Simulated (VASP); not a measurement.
# BeTe (F-43m) in VASP: further runs

Aim: see how the results for BeTe move with the level of theory and the settings. Levels: PBE, r2SCAN. Tasks: single point.

Program: VASP 6.6.1. These are calculated values, not measurements. Logs are shortened: lines on timing, memory, paths and dates and some standing lists are left out, and cuts for length are marked.

### Step 1. The cell of the first run

It takes space group F-43m (No. 216, cubic). The conventional cell has a = 5.569 Å, b = 5.569 Å, c = 5.569 Å, α = 90.00°, β = 90.00°, γ = 90.00°. Within 3.2 Å of Be (site symmetry -43m) lie 4 Te at 2.41 Å. Te (site symmetry -43m) has 4 Be at 2.41 Å within 3.2 Å.

### Step 2. Single point, PBE (strain -1.6%)

File INCAR:

```
SYSTEM = BeTe
  ALGO = Normal
  EDIFF = 1E-7
  ENCUT = 520
  GGA = PE
  ISIF = 2
  ISMEAR = -1
  LASPH = .TRUE.
  LCHARG = .TRUE.
  LELF = .TRUE.
  LREAL = .FALSE.
  LVHAR = .TRUE.
  LWAVE = .FALSE.
  NBANDS = 11
  NELM = 80
  PREC = Accurate
  SIGMA = 0.02
```

File KPOINTS:

```
k-points
0
G
  8 8 8
  0 0 0
```

File POSCAR:

```
BeTe
1.0
    0.0000000000      2.7844971001      2.7844971001
    2.7844971001      0.0000000000      2.7844971001
    2.7844971001      2.7844971001      0.0000000000
Be Te
1 1
Direct
    0.0000000000      0.0000000000      0.0000000000
    0.2500000000      0.2500000000      0.2500000000
```

Potentials or basis: VASP PAW PBE potentials, release 64 (Be, Te).

Run with:

```sh
cat potpaw_PBE.64/Be/POTCAR potpaw_PBE.64/Te/POTCAR > POTCAR
mpirun -np 1 vasp_std > vasp.out
```

OUTCAR:

```text
SYSTEM = BeTe
   EDIFF = 1E-7
   ENCUT = 520
   GGA = PE
   ISIF = 2
   ISMEAR = -1
   LASPH = .TRUE.
   LREAL = .FALSE.
   NELM = 80
   PREC = Accurate

 ion  position               nearest neighbor table
   1  0.000  0.000  0.000-   2 2.41   2 2.41   2 2.41   2 2.41
   2  0.250  0.250  0.250-   1 2.41   1 2.41   1 2.41   1 2.41

  LATTYP: Found a face centered cubic cell.
 ALAT       =     5.5689942002

  Lattice vectors:

 A1 = (   0.0000000000,   2.7844971001,   2.7844971001)
 A2 = (   2.7844971001,   0.0000000000,   2.7844971001)
 A3 = (   2.7844971001,   2.7844971001,   0.0000000000)

Analysis of symmetry for initial positions (statically):
=====================================================================
 Subroutine PRICEL returns:
 Original cell was already a primitive cell.

 Routine SETGRP: Setting up the symmetry group for a
 face centered cubic supercell.

 Subroutine GETGRP returns: Found 24 space group operations
 (whereof 24 operations were pure point group operations)
 out of a pool of 48 trial point group operations.

The static configuration has the point symmetry T_d .

Analysis of symmetry for dynamics (positions and initial velocities):
=====================================================================
 Subroutine PRICEL returns:
 Original cell was already a primitive cell.

 Routine SETGRP: Setting up the symmetry group for a
 face centered cubic supercell.

 Subroutine GETGRP returns: Found 24 space group operations
 (whereof 24 operations were pure point group operations)
 out of a pool of 48 trial point group operations.

The dynamic configuration has the point symmetry T_d .

 Subroutine INISYM returns: Found 24 space group operations
 (whereof 24 operations are pure point group operations),
 and found     1 'primitive' translations

----------------------------------------------------------------------------------------

                                     Primitive cell

  volume of cell :      43.1788

  direct lattice vectors                    reciprocal lattice vectors
     0.000000000  2.784497100  2.784497100    -0.179565639  0.179565639  0.179565639
     2.784497100  0.000000000  2.784497100     0.179565639 -0.179565639  0.179565639
     2.784497100  2.784497100  0.000000000     0.179565639  0.179565639 -0.179565639

  length of vectors
     3.937873563  3.937873563  3.937873563     0.311016809  0.311016809  0.311016809

  position of ions in fractional coordinates (direct lattice)
     0.000000000  0.000000000  0.000000000
     0.250000000  0.250000000  0.250000000

  ion indices of the primitive-cell ions
   primitive index   ion index
                 1           1
                 2           2

----------------------------------------------------------------------------------------

 KPOINTS: k-points

Automatic generation of k-mesh.
 Grid dimensions read from file:
 generate k-points for:    8    8    8

 Generating k-lattice:

  Cartesian coordinates                     Fractional coordinates (reciprocal lattice)
    -0.022445705  0.022445705  0.022445705     0.125000000  0.000000000  0.000000000
     0.022445705 -0.022445705  0.022445705     0.000000000  0.125000000  0.000000000
     0.022445705  0.022445705 -0.022445705     0.000000000  0.000000000  0.125000000

  Length of vectors
     0.038877101  0.038877101  0.038877101

  Shift w.r.t. Gamma in fractional coordinates (k-lattice)
     0.000000000  0.000000000  0.000000000

 Subroutine IBZKPT returns following result:
 ===========================================

 Found     29 irreducible k-points:

 Following reciprocal coordinates:
            Coordinates               Weight
  0.000000  0.000000  0.000000      1.000000
  0.125000  0.000000  0.000000      8.000000
  0.250000  0.000000  0.000000      8.000000
  0.375000  0.000000  0.000000      8.000000
  0.500000  0.000000  0.000000      4.000000
  0.125000  0.125000  0.000000      6.000000
[... 16 lines left out ...]
  0.500000  0.250000  0.125000     48.000000
 -0.375000  0.250000  0.125000     24.000000
 [... further k-points ...]
   k-points           NKPTS =     29   k-points in BZ     NKDIM =     29   number of bands    NBANDS=     11
   number of dos      NEDOS =    301   number of ions     NIONS =      2
   total plane-waves  NPLWV =  27000
   dimension x,y,z NGX =    30 NGY =   30 NGZ =   30
   dimension x,y,z NGXF=    60 NGYF=   60 NGZF=   60
   ions per type =               1   1
   NGX,Y,Z   is equivalent  to a cutoff of  12.67, 12.67, 12.67 a.u.
   NGXF,Y,Z  is equivalent  to a cutoff of  25.33, 25.33, 25.33 a.u.
 SYSTEM =  BeTe
   PREC   = accura    normal or accurate (medium, high low for compatibility)
   ISTART =      0    job   : 0-new  1-cont  2-samecut
   ICHARG =      2    charge: 1-file 2-atom 10-const
   ISPIN  =      1    spin polarized calculation?
   LNONCOLLINEAR =      F non collinear calculations
   LSORBIT =      F    spin-orbit coupling
   LASPH  =      T    aspherical Exc in radial PAW
   ENCUT  =  520.0 eV  38.22 Ry    6.18 a.u.   7.32  7.32  7.32*2*pi/ulx,y,z
   NELM   =     80;   NELMIN=  2; NELMDL= -5     # of ELM steps
   EDIFF  = 0.1E-06   stopping-criterion for ELM
   LREAL  =      F    real-space projection
   EDIFFG = 0.1E-05   stopping-criterion for IOM
   NSW    =      0    number of steps for IOM
   IBRION =     -1    ionic relax: 0-MD 1-quasi-New 2-CG
   NFREE  =      0    steps in history (QN), initial steepest desc. (CG)
   ISIF   =      2    stress and relaxation
   ISYM   =      2    0-nonsym 1-usesym 2-fastsym
   POTIM  = 0.5000    time-step for ionic-motion
   TEBEG  =    0.0;   TEEND  =   0.0 temperature during run
   PSTRESS=    0.0 pullay stress
   NELECT =       8.0000    total number of electrons
   NUPDOWN=      -1.0000    fix difference up-down
   EMIN   =  10.00;   EMAX   =-10.00  energy-range for DOS
   EFERMI =   0.00;   METHOD = LEGACY
   ISMEAR =    -1;   SIGMA  =   0.02  broadening in eV -4-tet -1-fermi 0-gaus
   EFERMI_NEDOS =   21; number of points for ismear=-14 and -15
   IALGO  =     38    algorithm
   IMIX   =      4    mixing-type and parameters
     AMIX     =   0.40;   BMIX     =  1.00
     AMIX_MAG =   1.60;   BMIX_MAG =  1.00
  volume/ion in A,a.u.               =      21.59       145.69
  Fermi-wavevector in a.u.,A,eV,Ry     =   0.933286  1.763655 11.850983  0.871023
  Thomas-Fermi vector in A             =   2.059972
   LORBIT       =      0    0 simple, 1 ext, 2 COOP (PROOUT), +10 PAW based schemes
   GGA     = PE    functional components
   LHFCALC =     F    Hartree Fock is set to
   AEXX    =    0.0000 exact exchange contribution
   IVDW    =     0    specifies the selected vdW correction
   LEPSILON=     F    determine dielectric tensor
   LRPA    =     F    only Hartree local field effects (RPA)
 non-spin polarized calculation
  energy-cutoff  :      520.00
  volume of cell :       43.18
 maximum number of plane-waves:      1211
 NGX is ok and might be reduce to    30
   NGX = 15   NGY = 15   NGZ = 15

 number of electron       7.9999999 magnetization

 Free energy of the ion-electron system (eV)
  ---------------------------------------------------
  ext. energy  EPLUGINS =         0.00000000
  ---------------------------------------------------
  free energy    TOTEN  =        -7.60106061 eV

  energy without entropy =       -7.60106061  energy(sigma->0) =       -7.60106061

 E-fermi :   5.8562     XC(G=0):  -9.1931

 val. band max:        5.4811358046   @ k =   0.0000   0.0000   0.0000
 cond. band min:       7.3696245193   @ k =   0.5000   0.5000   0.0000
 fundamental gap:      1.8884887147
 Fermi energy:         5.8562375679

 k-point     1 :       0.0000    0.0000    0.0000
  band No.  band energies     occupation
      1      -7.0442      2.00000
      2       5.4811      2.00000
      3       5.4811      2.00000
      4       5.4811      2.00000
      5       9.0607      0.00000
      6       9.0607      0.00000
      7       9.0607      0.00000
      8       9.5533      0.00000
      9      13.8463      0.00000
     10      15.7960      0.00000
     11      15.7960      0.00000

 k-point     2 :       0.1250    0.0000    0.0000
  band No.  band energies     occupation
      1      -6.8891      2.00000
      2       4.1224      2.00000
      3       5.2305      2.00000
      4       5.2305      2.00000
      5       9.0746      0.00000
      6       9.4215      0.00000
      7       9.4215      0.00000
      8      10.7921      0.00000
      9      14.2690      0.00000
     10      14.8229      0.00000
     11      14.8229      0.00000

 k-point     3 :       0.2500    0.0000    0.0000
  band No.  band energies     occupation
      1      -6.4592      2.00000
      2       2.0440      2.00000
      3       4.7686      2.00000
      4       4.7686      2.00000
      5       8.8724      0.00000
      6       9.9676      0.00000
      7       9.9676      0.00000
      8      12.6879      0.00000
      9      14.5454      0.00000
     10      14.5454      0.00000
     11      14.5955      0.00000

 k-point     4 :       0.3750    0.0000    0.0000
  band No.  band energies     occupation
      1      -5.9059      2.00000
      2       0.3913      2.00000
      3       4.4163      2.00000
      4       4.4163      2.00000
      5       8.7073      0.00000
      6      10.0918      0.00000
      7      10.0918      0.00000
      8      13.3500      0.00000
      9      15.4387      0.00000
     10      15.6342      0.00000
     11      15.6342      0.00000

 k-point     5 :       0.5000    0.0000    0.0000
  band No.  band energies     occupation
      1      -5.6128      2.00000
      2      -0.2797      2.00000
      3       4.2902      2.00000
      4       4.2902      2.00000
      5       8.6485      0.00000
      6      10.0544      0.00000
      7      10.0544      0.00000
      8      13.2858      0.00000
      9      16.5735      0.00000
     10      17.1124      0.00000
     11      17.1124      0.00000
[... 211 lines left out ...]
 k-point    21 :       0.5000    0.5000    0.0000
  band No.  band energies     occupation
      1      -5.0864      2.00000
      2       0.1817      2.00000
      3       2.7074      2.00000
      4       2.7074      2.00000
      5       7.3696      0.00000
      6       8.0985      0.00000
      7      15.4017      0.00000
      8      15.4017      0.00000
      9      17.2286      0.00000
     10      18.8583      0.00000
     11      19.0570      0.00000

 k-point    22 :       0.3750    0.2500    0.1250
  band No.  band energies     occupation
      1      -6.1023      2.00000
      2       1.7982      2.00000
      3       3.1171      2.00000
      4       4.1908      2.00000
      5       9.0544      0.00000
      6      10.4464      0.00000
      7      10.8550      0.00000
      8      11.8534      0.00000
      9      14.6651      0.00000
     10      16.1851      0.00000
     11      16.7626      0.00000

 k-point    23 :       0.5000    0.2500    0.1250
  band No.  band energies     occupation
      1      -5.6085      2.00000
      2       0.6868      2.00000
      3       2.5693      2.00000
      4       3.7102      2.00000
      5       9.5177      0.00000
      6      10.2074      0.00000
      7      11.4591      0.00000
      8      12.4919      0.00000
      9      15.4266      0.00000
     10      15.9647      0.00000
     11      17.8754      0.00000

 k-point    24 :      -0.3750    0.2500    0.1250
  band No.  band energies     occupation
      1      -5.3561      2.00000
      2       0.1604      2.00000
      3       2.4619      2.00000
      4       3.4752      2.00000
      5       9.6742      0.00000
      6       9.9071      0.00000
      7      12.2544      0.00000
      8      13.3445      0.00000
      9      14.0487      0.00000
     10      17.1486      0.00000
     11      17.5167      0.00000

 [... further k-points ...]

------------------------ aborting loop because EDIFF is reached ----------------------------------------

  FORCE on cell =-STRESS in cart. coord.  units (eV):
  Direction    XX          YY          ZZ          XY          YZ          ZX
  --------------------------------------------------------------------------------------
  -------------------------------------------------------------------------------------
  Total        0.8990773      0.8990773      0.8990773     -0.0000000     -0.0000000     -0.0000000
  in kB       33.3608669     33.3608669     33.3608669     -0.0000000     -0.0000000     -0.0000000
  external PRESSURE =      33.3608669 kB  Pullay stress =       0.0000000 kB

 VOLUME and BASIS-vectors are now :
 -----------------------------------------------------------------------------
  energy-cutoff  :      520.00
  volume of cell :       43.18
      direct lattice vectors                 reciprocal lattice vectors
     0.000000000  2.784497100  2.784497100    -0.179565639  0.179565639  0.179565639
     2.784497100  0.000000000  2.784497100     0.179565639 -0.179565639  0.179565639
     2.784497100  2.784497100  0.000000000     0.179565639  0.179565639 -0.179565639

 POSITION                                       TOTAL-FORCE (eV/Angst)
 -----------------------------------------------------------------------------------
      0.00000      0.00000      0.00000        -0.000000     -0.000000     -0.000000
      1.39225      1.39225      1.39225         0.000000      0.000000      0.000000
 -----------------------------------------------------------------------------------
    total drift:                                0.000000      0.000000      0.000000

  FREE ENERGIE OF THE ION-ELECTRON SYSTEM (eV)
  ---------------------------------------------------
  free  energy   TOTEN  =        -7.6010606110 eV

  energy  without entropy=       -7.6010606110  energy(sigma->0) =       -7.60106061
```

Wall time 8.7 s (1 thread of Intel Xeon 6975P-C (Granite Rapids), shared host); peak memory 0.17 GiB.

Results:

```
Free energy            : -7.6011 eV
Pressure               : 3.3 GPa
Band gap on the k mesh : 1.89 eV, indirect (least direct gap 3.58 eV)
```

Caveat: the cell differs from its parent crystal (strain -1.6%); spin-orbit coupling is left out, which moves the levels of the heavy elements. A k mesh can miss the band edges.

### Step 3. Single point, r2SCAN (strain -1.6%)

POSCAR is that of step 2.

File INCAR.step1:

```
PREC = Accurate
ENCUT = 520
ISMEAR = 0
SIGMA = 0.01
LREAL = F
LASPH = T
NELM = 100
NBANDS = 11
GGA = PE
ALGO = Normal
EDIFF = 1E-4
LWAVE = T
LCHARG = F
```

File INCAR.step2:

```
PREC = Accurate
ENCUT = 520
EDIFF = 1E-6
ISMEAR = 0
SIGMA = 0.01
LREAL = F
LASPH = T
NELM = 100
ALGO = Normal
ISIF = 2
LWAVE = F
LCHARG = F
METAGGA = R2SCAN
LMIXTAU = T
NBANDS = 11
ISTART = 1
```

File KPOINTS:

```
regular mesh
0
Gamma
  8 8 8
```

Potentials or basis: VASP PAW PBE potentials, release 64 (Be, Te).

Run with:

```sh
cat potpaw_PBE.64/Be/POTCAR potpaw_PBE.64/Te/POTCAR > POTCAR
cp INCAR.step1 INCAR
mpirun -np 1 vasp_std > vasp.out
cp INCAR.step2 INCAR
mpirun -np 1 vasp_std > vasp.out
```

OUTCAR:

```text
PREC = Accurate
   ENCUT = 520
   EDIFF = 1E-6
   ISMEAR = 0
   LREAL = F
   LASPH = T
   NELM = 100
   ISIF = 2
   METAGGA = R2SCAN
   ISTART = 1

 ion  position               nearest neighbor table
   1  0.000  0.000  0.000-   2 2.41   2 2.41   2 2.41   2 2.41
   2  0.250  0.250  0.250-   1 2.41   1 2.41   1 2.41   1 2.41

  LATTYP: Found a face centered cubic cell.
 ALAT       =     5.5689942002

  Lattice vectors:

[... 520 lines left out ...]
     11      18.1686      0.00000

 [... further k-points ...]

------------------------ aborting loop because EDIFF is reached ----------------------------------------

  FORCE on cell =-STRESS in cart. coord.  units (eV):
  Direction    XX          YY          ZZ          XY          YZ          ZX
  --------------------------------------------------------------------------------------
  -------------------------------------------------------------------------------------
  Total        0.8840122      0.8840122      0.8840122     -0.0000000      0.0000000     -0.0000000
  in kB       32.8018647     32.8018647     32.8018647     -0.0000000      0.0000000     -0.0000000
  external PRESSURE =      32.8018647 kB  Pullay stress =       0.0000000 kB

 VOLUME and BASIS-vectors are now :
 -----------------------------------------------------------------------------
  energy-cutoff  :      520.00
  volume of cell :       43.18
      direct lattice vectors                 reciprocal lattice vectors
     0.000000000  2.784497100  2.784497100    -0.179565639  0.179565639  0.179565639
     2.784497100  0.000000000  2.784497100     0.179565639 -0.179565639  0.179565639
     2.784497100  2.784497100  0.000000000     0.179565639  0.179565639 -0.179565639

 POSITION                                       TOTAL-FORCE (eV/Angst)
 -----------------------------------------------------------------------------------
      0.00000      0.00000      0.00000        -0.000000     -0.000000     -0.000000
      1.39225      1.39225      1.39225         0.000000      0.000000      0.000000
 -----------------------------------------------------------------------------------
    total drift:                                0.000000      0.000000      0.000000

  FREE ENERGIE OF THE ION-ELECTRON SYSTEM (eV)
  ---------------------------------------------------
  free  energy   TOTEN  =       -30.6629772179 eV

  energy  without entropy=      -30.6629772179  energy(sigma->0) =      -30.66297722
```

OUTCAR.step1:

```text
PREC = Accurate
   ENCUT = 520
   ISMEAR = 0
   LREAL = F
   LASPH = T
[... 557 lines left out ...]
 -----------------------------------------------------------------------------------
      0.00000      0.00000      0.00000         0.000000      0.000000      0.000000
      1.39225      1.39225      1.39225        -0.000000     -0.000000     -0.000000
 -----------------------------------------------------------------------------------
    total drift:                                0.000000      0.000000      0.000000

  FREE ENERGIE OF THE ION-ELECTRON SYSTEM (eV)
  ---------------------------------------------------
  free  energy   TOTEN  =        -7.6010567673 eV

  energy  without entropy=       -7.6010567673  energy(sigma->0) =       -7.60105677
```

It took 26 s on 1 thread of Intel Xeon 6975P-C (Granite Rapids), shared host; peak memory 0.17 GiB.

Results:

```yaml
Free_energy: -30.6630 eV
Pressure: 3.3 GPa
Band_gap_on_the_k_mesh: 2.25 eV, indirect (least direct gap 3.98 eV)
```

Caveat: the cell differs from its parent crystal (strain -1.6%); the PAW data sets were made with another functional, which shifts forces and pressure a little; spin-orbit coupling is left out, which moves the levels of the heavy elements.
